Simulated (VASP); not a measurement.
A run of VASP 6.6.1:

The input INCAR:

```
PREC     = Accurate       # precision mode
ENCUT    = 520            # plane-wave cutoff, eV
EDIFF    = 1E-7           # SCF threshold, eV
ISMEAR   = -1             # smearing method
SIGMA    = 0.08           # smearing width, eV
LREAL    = F              # projectors in reciprocal space
LASPH    = T              # aspherical terms in the spheres
NELM     = 100            # most SCF steps
ALGO     = Normal         # electronic algorithm
ISIF     = 2              # what is computed and relaxed
LWAVE    = F              # write WAVECAR
LCHARG   = T              # write CHGCAR
GGA      = PE             # functional
LELF     = T              # ELF
LVHAR    = T            
NBANDS   = 36             # bands
```

Contents of KPOINTS:

```
Automatic mesh
0
Gamma
  13 13 4
```

The input POSCAR:

```
Sn
1.0
    2.6917811981      0.0000000000      0.0000000000
   -1.3458905991      2.3311508989      0.0000000000
    0.0000000000      0.0000000000      8.7826361756
Sn
4
Direct
    0.0000000000      0.0000000000      0.0000000000
    0.0000000000      0.0000000000      0.5000000000
    0.3333333333      0.6666666667      0.2500000000
    0.6666666667      0.3333333333      0.7500000000
```

Potentials or basis: VASP PAW PBE potentials, release 64 (Sn_d).

Command:

```bash
$ cat potpaw_PBE.64/Sn_d/POTCAR > POTCAR
$ mpirun -np 1 vasp_std > vasp.out
```

Hardware: 1 thread of Intel(R) Xeon(R) 6975P-C (Granite Rapids), on a shared host.

Task: How long does it take, and how much memory?

Result: It took 51 s on 1 thread of Intel(R) Xeon(R) 6975P-C (Granite Rapids), with other jobs on the host, peak memory 0.22 GiB. Counts: scf iterations 15, k points 63.
